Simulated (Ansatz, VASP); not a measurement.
# Two plane-wave programs on InP

```
CELL_PARAMETERS angstrom
0.00000 2.97874 2.80352
2.80352 0.00000 2.80352
2.80352 2.97874 0.00000
ATOMIC_POSITIONS crystal
In 0.00000 0.00000 0.00000
P 0.75000 0.75000 0.75000
```

Alike in both runs: task single point; functional LDA; k mesh 12 × 12 × 12; occupations gaussian, width 0.05 eV; no spin polarisation.

|  | VASP | Ansatz |
| --- | --- | --- |
| version | VASP 6.6.1 | Ansatz 0.2.0 |
| potentials or method | VASP PAW LDA potentials, release 64 (In_d, P), cutoff 520 eV | scalar-relativistic, plane waves, PAW |
| valence electrons in the cell | 18 | 18 |

```tsv
	VASP	Ansatz	Ansatz less VASP
gap on the k mesh at the Fermi level (eV)	0.77	0.74	-0.031
least direct gap on the mesh (eV)	0.77	0.74	-0.031
pressure (GPa)	4.3	4.3	-0.02
traceless stress, the component that is largest in VASP (GPa)	-1.92	-1.92	-0.006
```

Ansatz warns that its potentials were made for another functional, while VASP's fit it. LDA's correlation is that of Perdew and Zunger in VASP and of Perdew and Wang (1992) in Ansatz.
